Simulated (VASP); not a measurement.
Write the native input for VASP 6.6.1 that does the following.

* Task: single point
* Functional: PBE
* Potentials or basis: VASP PAW PBE potentials, release 64 (Sn_d, Se)
* Cutoff: 520 eV
* k mesh: 13 × 13 × 7
* Occupations: fermi-dirac, width 0.02 eV
* Spin: no spin polarisation
* Dipole correction: no
* Further INCAR settings: ALGO = Normal; EDIFF = 1e-07; NBANDS = 20

The structure of SnSe2 lies in POSCAR:

```
SnSe2
1.0
    3.8611504880      0.0000000000      0.0000000000
   -1.9305752440      3.3438544104      0.0000000000
    0.0000000000      0.0000000000      6.2167461018
Sn Se
1 2
Direct
    0.0000000000      0.0000000000      0.0000000000
    0.3333333333      0.6666666667      0.2560405703
    0.6666666667      0.3333333333      0.7439594297
```

The input as run:

INCAR

```
ALGO = Normal
EDIFF = 1E-7
ENCUT = 520
GGA = PE
ISIF = 2
ISMEAR = -1
LASPH = True
LCHARG = False
LREAL = False
LWAVE = False
NBANDS = 20
NELM = 80
PREC = Accurate
SIGMA = 0.02
```

KPOINTS

```
k-points
0
Gamma
  13 13 7
```

Potentials or basis: VASP PAW PBE potentials, release 64 (Sn_d, Se).

Launch:

```sh
$ cat potpaw_PBE.64/Sn_d/POTCAR potpaw_PBE.64/Se/POTCAR > POTCAR
$ mpirun -np 1 vasp_std > vasp.out
```

Results of the run:

```yaml
Pressure: 1.2 GPa
Largest_force: 0.014 eV/Å
Band_gap_on_the_k_mesh: 0.57 eV (least direct gap 0.94 eV)
```

Caveat: spin-orbit coupling is left out, which moves the levels of the heavy elements; an odd mesh through Γ misses points on the zone boundary, where band edges can lie; this functional lacks dispersion, which binds the layers, so the pressure and a relaxed spacing across them are unreliable.

It took 93 s on 1 thread of Intel(R) Xeon(R) 6975P-C (Granite Rapids), on a shared host, peak memory 0.34 GiB.
